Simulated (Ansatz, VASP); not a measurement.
## GePt in VASP and in Ansatz

INCAR

```
  PREC = Accurate
  ENCUT = 520
  EDIFF = 1E-6
  ISMEAR = 0
  SIGMA = 0.2
  LREAL = F
  LASPH = T
  NELM = 80
  ALGO = Normal
  ISIF = 2
  LWAVE = F
  LCHARG = F
  GGA = PE
  NBANDS = 58
```

File KPOINTS:

```
Automatic mesh
0
Gamma
  6 4 4
```

The input POSCAR:

```
GePt
1.0
    0.0000000000     -3.7524800291      0.0000000000
   -5.8183254764      0.0000000000      0.0000000000
    0.0000000000      0.0000000000     -6.1848357397
Ge Pt
4 4
Direct
    0.7500000000      0.8132616886      0.4118840070
    0.2500000000      0.6867383114      0.9118840070
    0.2500000000      0.1867383114      0.5881159930
    0.7500000000      0.3132616886      0.0881159930
    0.7500000000      0.5022882705      0.6926928698
    0.2500000000      0.9977117295      0.1926928698
    0.2500000000      0.4977117295      0.3073071302
    0.7500000000      0.0022882705      0.8073071302
```

Input for Ansatz:

```yaml
crystal:
  lattice:
    - [0.0, -3.7524800291, 0.0]
    - [-5.8183254764, 0.0, 0.0]
    - [0.0, 0.0, -6.1848357397]
  atoms:
    - { symbol: Ge, position: [0.75, 0.8132616886, 0.411884007] }
    - { symbol: Ge, position: [0.25, 0.6867383114, 0.911884007] }
    - { symbol: Ge, position: [0.25, 0.1867383114, 0.588115993] }
    - { symbol: Ge, position: [0.75, 0.3132616886, 0.088115993] }
    - { symbol: Pt, position: [0.75, 0.5022882705, 0.6926928698] }
    - { symbol: Pt, position: [0.25, 0.9977117295, 0.1926928698] }
    - { symbol: Pt, position: [0.25, 0.4977117295, 0.3073071302] }
    - { symbol: Pt, position: [0.75, 0.0022882705, 0.8073071302] }
basis:
  ecutwfc: 420
kpoints:
  mp_grid: { grid: [6, 4, 4] }
hamiltonian:
  xc: pbe
scf:
  occupations: { method: gaussian, width: 0.2 }
  lower_state_search: "off"
output:
  forces: true
  stress: true
  eigenvalues: true
```

Alike in both runs: task single point; functional PBE; k mesh 6 × 4 × 4; occupations gaussian, width 0.2 eV; no spin polarisation.

|  | VASP | Ansatz |
| --- | --- | --- |
| version | VASP 6.6.1 | Ansatz 0.2.0 |
| potentials or method | VASP PAW PBE potentials, release 64 (Ge_d, Pt), cutoff 520 eV | scalar-relativistic, plane waves, PAW |
| valence electrons in the cell | 96 | 128 |

```csv
,VASP,Ansatz,Ansatz less VASP
gap on the k mesh at the Fermi level (eV),none,none,-
pressure (GPa),0.0,0.0,+0.03
"traceless stress, the component that is largest in VASP (GPa)",0.15,0.15,-0.006
rms of the force components (eV/Å),0.017,0.016,-0.0010
```

Atom by atom the forces differ by 0.002 eV/Å (rms over components). A gap of «none» marks a metal or a gap that the smearing closes. The functional is the same, so the differences come from potentials, cutoffs and numerics. VASP's potentials hold 96 valence electrons a cell and Ansatz's 128, so a difference there can come from the potentials and not from the codes.

Spin-orbit coupling is off throughout.
